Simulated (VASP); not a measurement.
# TiSi2 (Cmcm) in VASP: a series of runs

Aim: see how the results for TiSi2 move with the level of theory and the settings. Levels: PBE, PBEsol. Tasks: single point.

Everything below comes from runs of VASP 6.6.1. Logs are shortened: lines on timing, memory, paths and dates and some standing lists are left out, and cuts for length are marked.

### 1 The cell of the first run

Symmetry: Cmcm, No. 63, orthorhombic system. The conventional cell has a = 3.566 Å, b = 13.654 Å, c = 3.565 Å, α = 90.00°, β = 90.00°, γ = 90.00°. Ti (site symmetry m2m) has 10 Si at 2.59 to 2.83 Å and 2 Ti at 3.33 Å within 3.4 Å. Within 3.3 Å of Si (site symmetry m2m) lie 8 Si at 2.52 to 3.17 Å and 4 Ti at 2.68 to 2.69 Å. Within 3.2 Å of Si (site symmetry m2m) lie 6 Si at 2.39 to 3.17 Å and 6 Ti at 2.59 to 2.83 Å.

### 2 Single point, PBE

Input file INCAR:

```
SYSTEM = TiSi2
  PREC = Accurate
  ENCUT = 520
  EDIFF = 1E-6
  ISMEAR = -1
  SIGMA = 0.05
  LREAL = .False.
  LASPH = .True.
  NELM = 100
  ALGO = Normal
  ISIF = 2
  LWAVE = .False.
  LCHARG = .False.
  GGA = PE
  NBANDS = 29
```

Input file KPOINTS:

```
Automatic mesh
0
Gamma
  7 7 6
  0 0 0
```

Input file POSCAR:

```
TiSi2
1.0
    1.7827560752     -6.8268743504      0.0000000000
    1.7827560752      6.8268743504      0.0000000000
    0.0000000000      0.0000000000      3.5651739700
Ti Si
2 4
Direct
    0.1031180800      0.8968819200      0.2500000000
    0.8968819200      0.1031180800      0.7500000000
    0.7503148200      0.2496851800      0.2500000000
    0.2496851800      0.7503148200      0.7500000000
    0.4417485500      0.5582514500      0.2500000000
    0.5582514500      0.4417485500      0.7500000000
```

Potentials or basis: VASP PAW PBE potentials, release 64 (Ti_sv, Si).

Started as:

```console
$ cat potpaw_PBE.64/Ti_sv/POTCAR potpaw_PBE.64/Si/POTCAR > POTCAR
$ mpirun -np 1 vasp_std > vasp.out
```

OUTCAR:

```text
SYSTEM = TiSi2
   PREC = Accurate
   ENCUT = 520
   EDIFF = 1E-6
   ISMEAR = -1
   LREAL = .False.
   LASPH = .True.
   NELM = 100
   ISIF = 2
   GGA = PE

 ion  position               nearest neighbor table
   1  0.103  0.897  0.250-   6 2.59   6 2.59   6 2.59   6 2.59   4 2.68   4 2.68   3 2.69   3 2.69
                             5 2.83   5 2.83
   2  0.897  0.103  0.750-   5 2.59   5 2.59   5 2.59   5 2.59   3 2.68   3 2.68   4 2.69   4 2.69
                             6 2.83   6 2.83
   3  0.750  0.250  0.250-   4 2.52   4 2.52   4 2.52   4 2.52   2 2.68   2 2.68   1 2.69   1 2.69

   4  0.250  0.750  0.750-   3 2.52   3 2.52   3 2.52   3 2.52   1 2.68   1 2.68   2 2.69   2 2.69

   5  0.442  0.558  0.250-   6 2.39   6 2.39   2 2.59   2 2.59   2 2.59   2 2.59   1 2.83   1 2.83

   6  0.558  0.442  0.750-   5 2.39   5 2.39   1 2.59   1 2.59   1 2.59   1 2.59   2 2.83   2 2.83

  LATTYP: Found a base centered orthorhombic cell.
 ALAT       =     3.5655121504
 B/A-ratio  =     3.8293934012
 C/A-ratio  =     0.9999051524

  Lattice vectors:

 A1 = (   1.7827560752,  -6.8268743504,   0.0000000000)
 A2 = (   1.7827560752,   6.8268743504,   0.0000000000)
 A3 = (   0.0000000000,   0.0000000000,   3.5651739700)

Analysis of symmetry for initial positions (statically):
=====================================================================
 Subroutine PRICEL returns:
 Original cell was already a primitive cell.

 Routine SETGRP: Setting up the symmetry group for a
 base centered orthorhombic supercell.

 Subroutine GETGRP returns: Found  8 space group operations
 (whereof  4 operations were pure point group operations)
 out of a pool of  8 trial point group operations.

The static configuration has the point symmetry C_2h.
 The point group associated with its full space group is D_2h.

Analysis of symmetry for dynamics (positions and initial velocities):
=====================================================================
 Subroutine PRICEL returns:
 Original cell was already a primitive cell.

 Routine SETGRP: Setting up the symmetry group for a
 base centered orthorhombic supercell.

 Subroutine GETGRP returns: Found  8 space group operations
 (whereof  4 operations were pure point group operations)
 out of a pool of  8 trial point group operations.

The dynamic configuration has the point symmetry C_2h.
 The point group associated with its full space group is D_2h.

 Subroutine INISYM returns: Found  8 space group operations
 (whereof  4 operations are pure point group operations),
 and found     1 'primitive' translations

----------------------------------------------------------------------------------------

                                     Primitive cell

  volume of cell :      86.7810

  direct lattice vectors                    reciprocal lattice vectors
     1.782756075 -6.826874350  0.000000000     0.280464617 -0.073239959  0.000000000
     1.782756075  6.826874350  0.000000000     0.280464617  0.073239959  0.000000000
     0.000000000  0.000000000  3.565173970     0.000000000  0.000000000  0.280491221

  length of vectors
     7.055808431  7.055808431  3.565173970     0.289869786  0.289869786  0.280491221

  position of ions in fractional coordinates (direct lattice)
     0.103118080  0.896881920  0.250000000
     0.896881920  0.103118080  0.750000000
     0.750314820  0.249685180  0.250000000
     0.249685180  0.750314820  0.750000000
     0.441748550  0.558251450  0.250000000
     0.558251450  0.441748550  0.750000000

  ion indices of the primitive-cell ions
   primitive index   ion index
                 1           1
                 2           2
                 3           3
                 4           4
                 5           5
                 6           6

----------------------------------------------------------------------------------------

 KPOINTS: Automatic mesh

Automatic generation of k-mesh.
 Grid dimensions read from file:
 generate k-points for:    7    7    6

 Generating k-lattice:

  Cartesian coordinates                     Fractional coordinates (reciprocal lattice)
     0.040066374 -0.010462851  0.000000000     0.142857143 -0.000000000  0.000000000
     0.040066374  0.010462851  0.000000000    -0.000000000  0.142857143  0.000000000
     0.000000000  0.000000000  0.046748537     0.000000000  0.000000000  0.166666667

  Length of vectors
     0.041409969  0.041409969  0.046748537

  Shift w.r.t. Gamma in fractional coordinates (k-lattice)
     0.000000000  0.000000000  0.000000000

 Subroutine IBZKPT returns following result:
 ===========================================

 Found     64 irreducible k-points:

 Following reciprocal coordinates:
            Coordinates               Weight
  0.000000  0.000000  0.000000      1.000000
  0.142857  0.000000  0.000000      4.000000
  0.285714  0.000000  0.000000      4.000000
  0.428571  0.000000  0.000000      4.000000
  0.142857  0.142857  0.000000      2.000000
  0.285714  0.142857  0.000000      4.000000
[... 16 lines left out ...]
  0.428571  0.142857  0.166667      8.000000
 -0.428571  0.142857  0.166667      8.000000
 [... further k-points ...]
   k-points           NKPTS =     64   k-points in BZ     NKDIM =     64   number of bands    NBANDS=     29
   number of dos      NEDOS =    301   number of ions     NIONS =      6
   total plane-waves  NPLWV =  81648
   dimension x,y,z NGX =    54 NGY =   54 NGZ =   28
   dimension x,y,z NGXF=   108 NGYF=  108 NGZF=   56
   ions per type =               2   4
   NGX,Y,Z   is equivalent  to a cutoff of  12.72, 12.72, 13.06 a.u.
   NGXF,Y,Z  is equivalent  to a cutoff of  25.45, 25.45, 26.11 a.u.
 SYSTEM =  TiSi2
   PREC   = accura    normal or accurate (medium, high low for compatibility)
   ISTART =      0    job   : 0-new  1-cont  2-samecut
   ICHARG =      2    charge: 1-file 2-atom 10-const
   ISPIN  =      1    spin polarized calculation?
   LNONCOLLINEAR =      F non collinear calculations
   LSORBIT =      F    spin-orbit coupling
   LASPH  =      T    aspherical Exc in radial PAW
   ENCUT  =  520.0 eV  38.22 Ry    6.18 a.u.  13.12 13.12  6.63*2*pi/ulx,y,z
   NELM   =    100;   NELMIN=  2; NELMDL= -5     # of ELM steps
   EDIFF  = 0.1E-05   stopping-criterion for ELM
   LREAL  =      F    real-space projection
   EDIFFG = 0.1E-04   stopping-criterion for IOM
   NSW    =      0    number of steps for IOM
   IBRION =     -1    ionic relax: 0-MD 1-quasi-New 2-CG
   NFREE  =      0    steps in history (QN), initial steepest desc. (CG)
   ISIF   =      2    stress and relaxation
   ISYM   =      2    0-nonsym 1-usesym 2-fastsym
   POTIM  = 0.5000    time-step for ionic-motion
   TEBEG  =    0.0;   TEEND  =   0.0 temperature during run
   PSTRESS=    0.0 pullay stress
   NELECT =      40.0000    total number of electrons
   NUPDOWN=      -1.0000    fix difference up-down
   EMIN   =  10.00;   EMAX   =-10.00  energy-range for DOS
   EFERMI =   0.00;   METHOD = LEGACY
   ISMEAR =    -1;   SIGMA  =   0.05  broadening in eV -4-tet -1-fermi 0-gaus
   EFERMI_NEDOS =   21; number of points for ismear=-14 and -15
   IALGO  =     38    algorithm
   IMIX   =      4    mixing-type and parameters
     AMIX     =   0.40;   BMIX     =  1.00
     AMIX_MAG =   1.60;   BMIX_MAG =  1.00
  volume/ion in A,a.u.               =      14.46        97.60
  Fermi-wavevector in a.u.,A,eV,Ry     =   1.264600  2.389748 21.758629  1.599214
  Thomas-Fermi vector in A             =   2.397897
   LORBIT       =      0    0 simple, 1 ext, 2 COOP (PROOUT), +10 PAW based schemes
   GGA     = PE    functional components
   LHFCALC =     F    Hartree Fock is set to
   AEXX    =    0.0000 exact exchange contribution
   IVDW    =     0    specifies the selected vdW correction
   LEPSILON=     F    determine dielectric tensor
   LRPA    =     F    only Hartree local field effects (RPA)
 non-spin polarized calculation
  energy-cutoff  :      520.00
  volume of cell :       86.78
 maximum number of plane-waves:      2358
 NGX is ok and might be reduce to    54
   NGX = 27   NGY = 27   NGZ = 13

 number of electron      40.0000004 magnetization

 Free energy of the ion-electron system (eV)
  ---------------------------------------------------
  ext. energy  EPLUGINS =         0.00000000
  ---------------------------------------------------
  free energy    TOTEN  =       -40.75015320 eV

  energy without entropy =      -40.73690259  energy(sigma->0) =      -40.74352790

 E-fermi :  10.3264     XC(G=0): -11.5514

 val. band max:       10.3244718153   @ k =  -0.2857   0.1429   0.1667
 cond. band min:      10.3430444776   @ k =   0.4286   0.2857   0.1667
 fundamental gap:      0.0185726623
 Fermi energy:        10.3263845497

 k-point     1 :       0.0000    0.0000    0.0000
  band No.  band energies     occupation
      1     -46.5839      2.00000
      2     -46.5755      2.00000
      3     -22.9273      2.00000
      4     -22.9006      2.00000
      5     -22.8888      2.00000
      6     -22.8674      2.00000
[... 21 lines left out ...]
     28      13.1132      0.00000
     29      13.3470      0.00000

 k-point     2 :       0.1429    0.0000    0.0000
  band No.  band energies     occupation
      1     -46.5832      2.00000
      2     -46.5749      2.00000
      3     -22.9252      2.00000
      4     -22.9133      2.00000
      5     -22.9004      2.00000
      6     -22.8662      2.00000
[... 21 lines left out ...]
     28      13.2909      0.00000
     29      13.3312      0.00000

 k-point     3 :       0.2857    0.0000    0.0000
  band No.  band energies     occupation
      1     -46.5816      2.00000
      2     -46.5734      2.00000
      3     -22.9420      2.00000
      4     -22.9263      2.00000
      5     -22.9198      2.00000
      6     -22.8635      2.00000
[... 21 lines left out ...]
     28      13.2147      0.00000
     29      14.4057      0.00000

 k-point     4 :       0.4286    0.0000    0.0000
  band No.  band energies     occupation
      1     -46.5803      2.00000
      2     -46.5722      2.00000
      3     -22.9647      2.00000
      4     -22.9469      2.00000
      5     -22.9158      2.00000
      6     -22.8613      2.00000
[... 597 lines left out ...]
     28      13.5661      0.00000
     29      14.1711      0.00000

 k-point    23 :       0.4286    0.1429    0.1667
  band No.  band energies     occupation
      1     -46.5789      2.00000
      2     -46.5719      2.00000
      3     -22.9612      2.00000
      4     -22.9458      2.00000
      5     -22.9120      2.00000
      6     -22.8800      2.00000
[... 21 lines left out ...]
     28      13.3898      0.00000
     29      13.7762      0.00000

 k-point    24 :      -0.4286    0.1429    0.1667
  band No.  band energies     occupation
      1     -46.5801      2.00000
      2     -46.5731      2.00000
      3     -22.9392      2.00000
      4     -22.9253      2.00000
      5     -22.9151      2.00000
      6     -22.8824      2.00000
[... 21 lines left out ...]
     28      13.5388      0.00000
     29      13.8523      0.00000

 [... further k-points ...]
[... 5 lines left out ...]
  --------------------------------------------------------------------------------------
  -------------------------------------------------------------------------------------
  Total       -0.7100742     -0.6126735      0.1446662      0.0000000      0.0000000      0.0000000
  in kB      -13.1096089    -11.3113683      2.6708720      0.0000000      0.0000000      0.0000000
  external PRESSURE =      -7.2500351 kB  Pullay stress =       0.0000000 kB

 VOLUME and BASIS-vectors are now :
 -----------------------------------------------------------------------------
  energy-cutoff  :      520.00
  volume of cell :       86.78
      direct lattice vectors                 reciprocal lattice vectors
     1.782756075 -6.826874350  0.000000000     0.280464617 -0.073239959  0.000000000
     1.782756075  6.826874350  0.000000000     0.280464617  0.073239959  0.000000000
     0.000000000  0.000000000  3.565173970     0.000000000  0.000000000  0.280491221

 POSITION                                       TOTAL-FORCE (eV/Angst)
 -----------------------------------------------------------------------------------
      1.78276      5.41893      0.89129         0.000000     -0.064171      0.000000
      1.78276     -5.41893      2.67388         0.000000      0.064171     -0.000000
      1.78276     -3.41774      0.89129         0.000000     -0.009081      0.000000
      1.78276      3.41774      2.67388         0.000000      0.009081     -0.000000
      1.78276      0.79535      0.89129         0.000000      0.131025     -0.000000
      1.78276     -0.79535      2.67388         0.000000     -0.131025      0.000000
 -----------------------------------------------------------------------------------
    total drift:                                0.000000      0.000000      0.000000

  FREE ENERGIE OF THE ION-ELECTRON SYSTEM (eV)
  ---------------------------------------------------
  free  energy   TOTEN  =       -40.7501532029 eV

  energy  without entropy=      -40.7369025950  energy(sigma->0) =      -40.74352790
```

It took 3.6 min on 1 thread of Intel Xeon Platinum 8488C (Sapphire Rapids), shared host; peak memory 0.34 GiB.

Results:

```yaml
Free_energy: -40.7502 eV
Pressure: -0.7 GPa
Largest_force: 0.131 eV/Å
Band_gap_on_the_k_mesh: zero (band 20 reaches 10.76 eV, above the bottom of band 21 at 9.95 eV)
```

Forces on the atoms (eV/Å):
```
Ti   0.000 -0.064  0.000
Ti   0.000  0.064  0.000
Si   0.000 -0.009  0.000
Si   0.000  0.009  0.000
Si   0.000  0.131  0.000
Si   0.000 -0.131  0.000
```

Stress tensor (GPa, compression positive):
```
-1.31  0.00  0.00
 0.00 -1.13  0.00
 0.00  0.00  0.27
```

[end of part 1 of 2]
